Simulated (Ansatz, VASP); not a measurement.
Al2BP3 in VASP and in Ansatz

```xyz
12
Lattice="3.6523 0.0000 0.0000 -1.8262 3.1630 0.0000 0.0000 0.0000 18.4960" Properties=species:S:1:pos:R:3 pbc="T T T"
Al    0.0000    2.1087    0.2281
Al    0.0000    2.1087    6.1841
Al    0.0000    2.1087   12.1363
Al    1.8262    1.0543   15.4280
B     1.8262    1.0543    3.2485
B     1.8262    1.0543    9.2030
P     0.0000    2.1087    2.6229
P     0.0000    2.1087    8.5771
P     0.0000    2.1087   14.4964
P     1.8262    1.0543    5.2414
P     1.8262    1.0543   11.1958
P     1.8262    1.0543   17.7906
```

Alike in both runs: functional PBE; k mesh 12 × 12 × 2; occupations gaussian, width 0.02 eV; no spin polarisation.

Ansatz relaxed the structure, and its values are those at the end. VASP's run is a single point on that final structure, the one shown.

```csv
,VASP,Ansatz
version,VASP 6.6.1,Ansatz 0.2.0
potentials or method,"VASP PAW PBE potentials, release 64 (Al, B, P), cutoff 520 eV","scalar-relativistic, plane waves, PAW"
valence electrons in the cell,48,48
```

|  | VASP | Ansatz | Ansatz less VASP |
| --- | --- | --- | --- |
| gap on the k mesh at the Fermi level (eV) | 0.93 | 0.93 | +0.001 |
| least direct gap on the mesh (eV) | 0.93 | 0.93 | +0.001 |
| pressure (GPa) | -0.1 | 0.0 | +0.12 |
| rms of the force components (eV/Å) | 0.004 | 0.004 | -0.0001 |
